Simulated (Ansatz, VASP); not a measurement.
Two plane-wave programs on MgO

Contents of POSCAR:

```
MgO
1.0
    2.6118063923      0.0000000000      0.0000000000
    0.0000000000      2.6233491285      0.0000000000
    0.0000000000      0.0000000000      2.6233491285
Mg O
1 1
Direct
    0.0000000000      0.0000000000      0.0000000000
    0.5000000000      0.5000000000      0.5000000000
```

INCAR.step1

```
ALGO = Normal
EDIFF = 1E-5
ENCUT = 660
GGA = PE
GGA_COMPAT = F
ISMEAR = 0
LASPH = T
LCHARG = F
LREAL = F
LWAVE = T
NBANDS = 15
NELM = 120
PREC = Accurate
SIGMA = 0.01
```

The input INCAR.step2:

```
ALGO = Normal
EDIFF = 1E-6
ENCUT = 660
GGA_COMPAT = F
ISIF = 2
ISMEAR = 0
ISTART = 1
LASPH = T
LCHARG = F
LMIXTAU = T
LREAL = F
LWAVE = F
METAGGA = R2SCAN
NBANDS = 15
NELM = 120
PREC = Accurate
SIGMA = 0.01
```

Contents of KPOINTS:

```
k-points
0
Gamma
  10 10 10
```

Input for Ansatz:

```yaml
crystal:
  lattice:
    - [2.6118063923, 0.0, 0.0]
    - [0.0, 2.6233491285, 0.0]
    - [0.0, 0.0, 2.6233491285]
  atoms:
    - { symbol: Mg, position: [0.0, 0.0, 0.0] }
    - { symbol: O, position: [0.5, 0.5, 0.5] }
kpoints:
  mp_grid: { grid: [10, 10, 10] }
  band_path:
    path: [[0.0, 0.0, 0.0], [0.0, 0.5, 0.0], [0.5, 0.5, 0.0], [0.5, 0.5, 0.5]]
    npoints: 1
hamiltonian:
  xc: r2scan
scf:
  occupations: { method: fixed }
  n_extra_bands: 4
output:
  forces: true
  stress: true
  eigenvalues: true
```

Change from the starting cell: uniaxial_x strain -0.4%.

Alike in both runs: task single point; functional r2SCAN; k mesh 10 × 10 × 10; no spin polarisation.

```csv
,VASP,Ansatz
version,VASP 6.6.1,Ansatz 0.2.0
potentials or method,"VASP PAW PBE potentials, release 64 (Mg_sv, O)","plane waves, PAW"
plane-wave cutoff (eV),660,500
occupations,"gaussian, width 0.01 eV",fixed
valence electrons in the cell,16,16
```

|  | VASP | Ansatz | Ansatz less VASP |
| --- | --- | --- | --- |
| gap on the k mesh at the Fermi level (eV) | 3.54 | 3.50 | -0.039 |
| pressure (GPa) | 0.6 | 0.7 | +0.12 |
| traceless stress, the component that is largest in VASP (GPa) | 2.10 | 2.07 | -0.029 |

VASP's potentials were made for PBE, not for r2SCAN.
